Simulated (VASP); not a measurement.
Crystal: SnTe.

```
CELL_PARAMETERS angstrom
3.59481 0.00000 0.00000
0.00000 3.59481 0.00000
0.00000 0.00000 5.05234
ATOMIC_POSITIONS crystal
Sn 0.50000 0.50000 0.50000
Te 0.00000 0.00000 0.00000
```

The cell was generated, and may not be a known phase.

* Program: VASP 6.6.1
* Task: relaxation of cell and atoms
* Functional: PBE
* Potentials or basis: VASP PAW PBE potentials, release 64 (Sn_d, Te)
* Cutoff: 600 eV
* k mesh: 16 × 16 × 12
* Occupations: gaussian, width 0.1 eV
* Spin: no spin polarisation

At the start: pressure -3.5 GPa; volume 32.64 Å³/atom.

Question: How do energy, volume and symmetry change on relaxing?

Answer: Over 13 steps the energy falls by 224.7 meV/atom and the volume is 29.40 Å³/atom (-9.9 %); space group P4/mmm (No. 123, to 0.1 Å) before, Pm-3m (No. 221, to 0.1 Å).

The path:
| step | energy change (eV) | largest force (eV/Å) | pressure (GPa) | volume (Å³) |
| --- | --- | --- | --- | --- |
| 1 | 0.0000 | 0.0000 | -3.54 | 65.29 |
| 2 | -0.1408 | 0.0000 | 0.22 | 58.67 |
| 3 | -0.1516 | 0.0000 | 1.70 | 56.89 |
| 4 | -0.2769 | 0.0000 | 2.62 | 55.93 |
| 5 | -0.2505 | 0.0000 | 8.15 | 51.31 |
| 6 | -0.3768 | 0.0000 | 4.48 | 53.86 |
| 7 | -0.4483 | 0.0000 | -0.04 | 58.91 |
| 8 | -0.4486 | 0.0000 | 0.21 | 58.55 |
| 9 | -0.4486 | 0.0000 | 0.15 | 58.64 |
| 10 | -0.4491 | 0.0000 | 0.08 | 58.74 |
| 11 | -0.4495 | 0.0000 | -0.07 | 58.93 |
| 12 | -0.4495 | 0.0000 | -0.07 | 58.91 |
| 13 | -0.4495 | 0.0000 | 0.00 | 58.81 |

Final structure:
```yaml
crystal:
  lattice:
    - [3.88611, 0.00000, 0.00000]
    - [0.00000, 3.88611, 0.00000]
    - [0.00000, 0.00000, 3.89394]
  atoms:
    - { symbol: Sn, position: [0.50000, 0.50000, 0.50000] }
    - { symbol: Te, position: [0.00000, 0.00000, 0.00000] }
```

Caveat: a cell axis changed by over 15 % at a fixed basis, so the end point is rough.
